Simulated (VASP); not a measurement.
# Cu (R-3m) in VASP: single point with PBEsol

Aim: the single point of Cu with PBEsol.

All numbers are computed with VASP 6.6.1; they aren't measurements. Logs are shortened: lines on timing, memory, paths and dates and some standing lists are left out, and cuts for length are marked.

## (1) The cell of the first run

It takes space group R-3m (No. 166, trigonal). Conventional cell: a = 2.619 Å, b = 2.619 Å, c = 5.966 Å, α = 90.00°, β = 90.00°, γ = 120.00°. Cu (site symmetry -3m) has 12 Cu at 2.50 to 2.62 Å within 3.3 Å.

## (2) Single point, PBEsol

Contents of INCAR:

```
SYSTEM = Cu
ALGO = Normal
EDIFF = 1E-6
ENCUT = 820
GGA = PS
GGA_COMPAT = .FALSE.
ISIF = 2
ISMEAR = 0
LASPH = .TRUE.
LCHARG = .TRUE.
LELF = .TRUE.
LREAL = .FALSE.
LVHAR = .TRUE.
LWAVE = .FALSE.
NBANDS = 16
NELM = 120
PREC = Accurate
SIGMA = 0.15
```

Contents of KPOINTS:

```
k-points
0
G
  24 24 24
  0 0 0
```

Contents of POSCAR:

```
Cu
1.0
   -0.0864153256      1.7653416519      1.7653416519
    1.7653416519     -0.0864153256      1.7653416519
    1.7653416519      1.7653416519     -0.0864153256
Cu
1
Direct
    0.0000000000      0.0000000000      0.0000000000
```

Potentials or basis: VASP PAW PBE potentials, release 64 (Cu_sv_GW).

Command:

```
cat potpaw_PBE.64/Cu_sv_GW/POTCAR > POTCAR
mpirun -np 1 vasp_std > vasp.out
```

OUTCAR:

```text
SYSTEM = Cu
   EDIFF = 1E-6
   ENCUT = 820
   GGA = PS
   ISIF = 2
   ISMEAR = 0
   LASPH = .TRUE.
   LREAL = .FALSE.
   NELM = 120
   PREC = Accurate

 ion  position               nearest neighbor table
   1  0.000  0.000  0.000-

  LATTYP: Found a trigonal (rhomboedric) cell.
 ALAT       =     2.4980652322
 COS(alpha) =     0.4505091948

  Lattice vectors:

 A1 = (  -0.0864153256,   1.7653416519,   1.7653416519)
 A2 = (   1.7653416519,  -0.0864153256,   1.7653416519)
 A3 = (   1.7653416519,   1.7653416519,  -0.0864153256)

Analysis of symmetry for initial positions (statically):
=====================================================================
 Subroutine PRICEL returns:
 Original cell was already a primitive cell.

 Routine SETGRP: Setting up the symmetry group for a
 trigonal (rhombohedral) supercell.

 Subroutine GETGRP returns: Found 12 space group operations
 (whereof 12 operations were pure point group operations)
 out of a pool of 12 trial point group operations.

The static configuration has the point symmetry D_3d.

Analysis of symmetry for dynamics (positions and initial velocities):
=====================================================================
 Subroutine PRICEL returns:
 Original cell was already a primitive cell.

 Routine SETGRP: Setting up the symmetry group for a
 trigonal (rhombohedral) supercell.

 Subroutine GETGRP returns: Found 12 space group operations
 (whereof 12 operations were pure point group operations)
 out of a pool of 12 trial point group operations.

The dynamic configuration has the point symmetry D_3d.

 Subroutine INISYM returns: Found 12 space group operations
 (whereof 12 operations are pure point group operations),
 and found     1 'primitive' translations

----------------------------------------------------------------------------------------

                                     Primitive cell

  volume of cell :      11.8104

  direct lattice vectors                    reciprocal lattice vectors
    -0.086415326  1.765341652  1.765341652    -0.263239293  0.276788374  0.276788374
     1.765341652 -0.086415326  1.765341652     0.276788374 -0.263239293  0.276788374
     1.765341652  1.765341652 -0.086415326     0.276788374  0.276788374 -0.263239293
[... 63 lines left out ...]
 [... further k-points ...]
   k-points           NKPTS =   1313   k-points in BZ     NKDIM =   1313   number of bands    NBANDS=     16
   number of dos      NEDOS =    301   number of ions     NIONS =      1
   total plane-waves  NPLWV =  13824
   dimension x,y,z NGX =    24 NGY =   24 NGZ =   24
   dimension x,y,z NGXF=    48 NGYF=   48 NGZF=   48
   ions per type =               1
   NGX,Y,Z   is equivalent  to a cutoff of  15.97, 15.97, 15.97 a.u.
   NGXF,Y,Z  is equivalent  to a cutoff of  31.94, 31.94, 31.94 a.u.
 SYSTEM =  Cu
   PREC   = accura    normal or accurate (medium, high low for compatibility)
   ISTART =      0    job   : 0-new  1-cont  2-samecut
   ICHARG =      2    charge: 1-file 2-atom 10-const
   ISPIN  =      1    spin polarized calculation?
   LNONCOLLINEAR =      F non collinear calculations
   LSORBIT =      F    spin-orbit coupling
   LASPH  =      T    aspherical Exc in radial PAW
   ENCUT  =  820.0 eV  60.27 Ry    7.76 a.u.   5.83  5.83  5.83*2*pi/ulx,y,z
   NELM   =    120;   NELMIN=  2; NELMDL= -5     # of ELM steps
   EDIFF  = 0.1E-05   stopping-criterion for ELM
   LREAL  =      F    real-space projection
[... 7 lines left out ...]
   TEBEG  =    0.0;   TEEND  =   0.0 temperature during run
   PSTRESS=    0.0 pullay stress
   NELECT =      19.0000    total number of electrons
   NUPDOWN=      -1.0000    fix difference up-down
   EMIN   =  10.00;   EMAX   =-10.00  energy-range for DOS
   EFERMI =   0.00;   METHOD = LEGACY
   ISMEAR =     0;   SIGMA  =   0.15  broadening in eV -4-tet -1-fermi 0-gaus
   EFERMI_NEDOS =   21; number of points for ismear=-14 and -15
   IALGO  =     38    algorithm
   IMIX   =      4    mixing-type and parameters
     AMIX     =   0.40;   BMIX     =  1.00
     AMIX_MAG =   1.60;   BMIX_MAG =  1.00
  volume/ion in A,a.u.               =      11.81        79.70
  Fermi-wavevector in a.u.,A,eV,Ry     =   1.918246  3.624960 50.064940  3.679669
  Thomas-Fermi vector in A             =   2.953290
   LORBIT       =      0    0 simple, 1 ext, 2 COOP (PROOUT), +10 PAW based schemes
   GGA     = PS    functional components
   LHFCALC =     F    Hartree Fock is set to
   AEXX    =    0.0000 exact exchange contribution
   IVDW    =     0    specifies the selected vdW correction
   LEPSILON=     F    determine dielectric tensor
   LRPA    =     F    only Hartree local field effects (RPA)
 non-spin polarized calculation
 Gauss-broadening in eV      SIGMA  =   0.15
  energy-cutoff  :      820.00
  volume of cell :       11.81
 maximum number of plane-waves:       642
   NGX = 11   NGY = 11   NGZ = 11

 number of electron      19.0000003 magnetization

 Free energy of the ion-electron system (eV)
  ---------------------------------------------------
  ext. energy  EPLUGINS =         0.00000000
  ---------------------------------------------------
  free energy    TOTEN  =        -4.35882438 eV

  energy without entropy =       -4.35475205  energy(sigma->0) =       -4.35678821

 E-fermi :   7.4153     XC(G=0): -13.5473

 val. band max:        7.4119375512   @ k =  -0.2083   0.2917   0.2083
 cond. band min:       7.4161332462   @ k =   0.5000   0.2083   0.0833
 fundamental gap:      0.0041956950
 Fermi energy:         7.4152918700

 k-point     1 :       0.0000    0.0000    0.0000
  band No.  band energies     occupation
      1    -104.8642      2.00000
      2     -62.3354      2.00000
      3     -62.3219      2.00000
      4     -62.3219      2.00000
      5      -2.0428      2.00000
      6       4.2255      2.00000
[... 433 lines left out ...]
      3     -62.3481      2.00000
      4     -62.3325      2.00000
      5       2.1950      2.00000
      6       4.1468      2.00000
[... 8 lines left out ...]
     15      32.9307      0.00000
     16      34.2684      0.00000

 [... further k-points ...]
[... 5 lines left out ...]
  --------------------------------------------------------------------------------------
  -------------------------------------------------------------------------------------
  Total       -0.4769797     -0.4769797     -0.4769797      0.2655210      0.2655210      0.2655210
  in kB      -64.7061554    -64.7061554    -64.7061554     36.0200693     36.0200693     36.0200693
  external PRESSURE =     -64.7061554 kB  Pullay stress =       0.0000000 kB

 VOLUME and BASIS-vectors are now :
 -----------------------------------------------------------------------------
  energy-cutoff  :      820.00
  volume of cell :       11.81
      direct lattice vectors                 reciprocal lattice vectors
    -0.086415326  1.765341652  1.765341652    -0.263239293  0.276788374  0.276788374
     1.765341652 -0.086415326  1.765341652     0.276788374 -0.263239293  0.276788374
     1.765341652  1.765341652 -0.086415326     0.276788374  0.276788374 -0.263239293

 POSITION                                       TOTAL-FORCE (eV/Angst)
 -----------------------------------------------------------------------------------
      0.00000      0.00000      0.00000        -0.000000      0.000000      0.000000
 -----------------------------------------------------------------------------------
    total drift:                                0.000000     -0.000000     -0.000000

  FREE ENERGIE OF THE ION-ELECTRON SYSTEM (eV)
  ---------------------------------------------------
  free  energy   TOTEN  =        -4.3588243761 eV

  energy  without entropy=       -4.3547520524  energy(sigma->0) =       -4.35678821
```

OSZICAR:

```text
N       E                     dE             d eps       ncg     rms          rms(c)
DAV:   1     0.251037888588E+03    0.25104E+03   -0.14953E+04 54608   0.491E+03
DAV:   2     0.507671131373E+01   -0.24596E+03   -0.23389E+03 63272   0.980E+02
DAV:   3    -0.523999462030E+01   -0.10317E+02   -0.10294E+02 57480   0.197E+02
DAV:   4    -0.538645399982E+01   -0.14646E+00   -0.14644E+00 57896   0.162E+01
DAV:   5    -0.539581916125E+01   -0.93652E-02   -0.93651E-02 61400   0.454E+00    0.899E+00
DAV:   6    -0.510149737798E+01    0.29432E+00   -0.71250E+00 57272   0.217E+02    0.627E+00
DAV:   7    -0.437458144883E+01    0.72692E+00   -0.23151E+00 46912   0.118E+02    0.165E+00
DAV:   8    -0.435942711221E+01    0.15154E-01   -0.36803E-02 66520   0.425E+00    0.334E-01
DAV:   9    -0.435892481603E+01    0.50230E-03   -0.26884E-03 67648   0.380E+00    0.944E-02
DAV:  10    -0.435882452154E+01    0.10029E-03   -0.17320E-04 67584   0.972E-01    0.552E-03
DAV:  11    -0.435882437606E+01    0.14548E-06   -0.18084E-06 45256   0.222E-02
   1 F= -.43588244E+01 E0= -.43567882E+01  d E =-.407232E-02
```

Wall time 4.1 min (1 thread of Intel Xeon Platinum 8175M at 2.50GHz (Skylake/Cascade Lake), shared host); peak memory 0.65 GiB.

What came out:

* Free energy: -4.3588 eV
* Pressure: -6.5 GPa
* Band gap on the k mesh: zero (an odd number of electrons rules out a gap without spin polarisation)

Stress tensor (GPa, compression positive):
```
-6.47  3.60  3.60
 3.60 -6.47  3.60
 3.60  3.60 -6.47
```

Caveat: the cell stands under tension; the PAW data sets were made with another functional, which shifts forces and pressure a little.
